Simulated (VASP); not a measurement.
Ta2N: single point with PBEsol

The system is Ta2N.

```
Ta N
1.0
     3.07826    0.00000    0.00000
    -1.53913    2.66585    0.00000
     0.00000    0.00000    4.65510
Ta N
2 1
Direct
  0.66667 0.33333 0.74637
  0.33333 0.66667 0.25363
  0.00000 0.00000 0.00000
```

This cell differs from its parent crystal: engineering shear strain xy +0.0000, normal strain along z -0.0350.

```
Program             : VASP 6.6.1
Task                : single point
Functional          : PBEsol
Potentials or basis : VASP PAW PBE potentials, release 64 (Ta_pv, N)
Cutoff              : 520 eV
k mesh              : 15 × 15 × 8
Occupations         : gaussian, width 0.15 eV
Spin                : no spin polarisation
```

- Pressure: 12.6 GPa
- Band gap on the k mesh: zero (an odd number of electrons rules out a gap without spin polarisation)

Stress tensor (GPa, compression positive):
```
 9.63  0.00  0.00
 0.00  9.63  0.00
 0.00  0.00 18.50
```

Levels at points of the mesh, in eV from the Fermi level:
| k point | band 11 | band 12 | band 13 | band 14 | band 15 | band 16 |
| --- | --- | --- | --- | --- | --- | --- |
| (0.00, 0.00, 0.00) | -4.77 | -0.38 | -0.24 | -0.24 | 0.06 | 0.06 |
| (0.00, 0.00, 0.50) | -2.70 | -2.46 | -1.38 | -1.38 | 2.13 | 2.20 |

Run time: 39 s on 1 thread of Intel(R) Xeon(R) 6975P-C (Granite Rapids), on a shared host, peak memory 0.25 GiB.

Caveat: the cell differs from its parent crystal (engineering shear strain xy +0.0000, normal strain along z -0.0350); the cell stands under pressure; the PAW data sets were made with another functional, which shifts forces and pressure a little; spin-orbit coupling is left out, which moves the levels of the heavy elements.
